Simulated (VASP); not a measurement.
# SnO2: single point with PBE

SnO2:

```
CELL_PARAMETERS angstrom
-0.00147 2.67910 2.63904
2.67753 -0.03709 2.67467
2.64692 2.68412 -0.00649
ATOMIC_POSITIONS crystal
Sn 0.00000 0.00000 0.00000
O 0.30671 0.15662 0.24057
O 0.69329 0.84338 0.75943
```

This cell differs from its parent crystal: strained and its atoms moved.

```yaml
Program: VASP 6.6.1
Task: single point
Functional: PBE
Potentials_or_basis: VASP PAW PBE potentials, release 64 (Sn_d, O)
Cutoff: 520 eV
k_mesh: 12 × 12 × 12
Occupations: gaussian, width 0.1 eV
Spin: no spin polarisation
```

```yaml
Pressure: -3.8 GPa
Largest_force: 3.890 eV/Å
Band_gap_on_the_k_mesh: zero (band 13 reaches 6.38 eV, above the bottom of band 14 at 5.38 eV)
```

Forces on the atoms (eV/Å):
```
Sn   0.000  0.000  0.000
O    3.855 -0.497  0.168
O   -3.855  0.497 -0.168
```

Stress tensor (GPa, compression positive):
```
  9.08   2.10  -1.16
  2.10 -10.99   3.28
 -1.16   3.28  -9.36
```

Levels at points of the mesh, in eV from the Fermi level:
| k point | band 10 | band 11 | band 12 | band 13 | band 14 | band 15 | band 16 | band 17 |
| --- | --- | --- | --- | --- | --- | --- | --- | --- |
| (0.00, 0.00, 0.00) | -2.96 | -2.48 | -1.66 | -1.64 | -0.99 | 5.51 | 6.54 | 8.30 |
| (0.50, 0.00, 0.00) | -3.33 | -2.51 | -2.12 | -0.72 | 3.86 | 5.60 | 7.40 | 10.09 |
| (0.00, 0.50, 0.00) | -3.93 | -3.44 | -2.64 | -1.86 | 1.57 | 5.97 | 7.91 | 10.66 |
| (0.50, 0.50, 0.00) | -4.54 | -1.82 | -0.62 | 0.01 | 3.11 | 4.21 | 8.98 | 9.50 |
| (0.00, 0.00, 0.50) | -3.78 | -2.86 | -1.46 | -1.32 | 2.51 | 5.40 | 7.18 | 11.41 |
| (0.50, 0.00, 0.50) | -4.53 | -1.68 | -0.70 | -0.03 | 3.14 | 4.39 | 8.81 | 9.68 |
| (0.00, 0.50, 0.50) | -4.67 | -0.86 | -0.79 | -0.14 | 1.80 | 5.03 | 7.89 | 9.18 |
| (0.50, 0.50, 0.50) | -3.41 | -2.65 | -1.98 | -0.77 | 3.71 | 5.26 | 7.44 | 10.29 |

Run time: 11 min on 1 thread of Intel(R) Xeon(R) Platinum 8259CL CPU @ 2.50GHz (Skylake/Cascade Lake) (shared host), peak memory 0.64 GiB.

Caveat: the cell differs from its parent crystal (strained and its atoms moved); spin-orbit coupling is left out, which moves the levels of the heavy elements; forces of over 1 eV/Å act on the atoms, so gaps and moduli don't describe the material at rest.
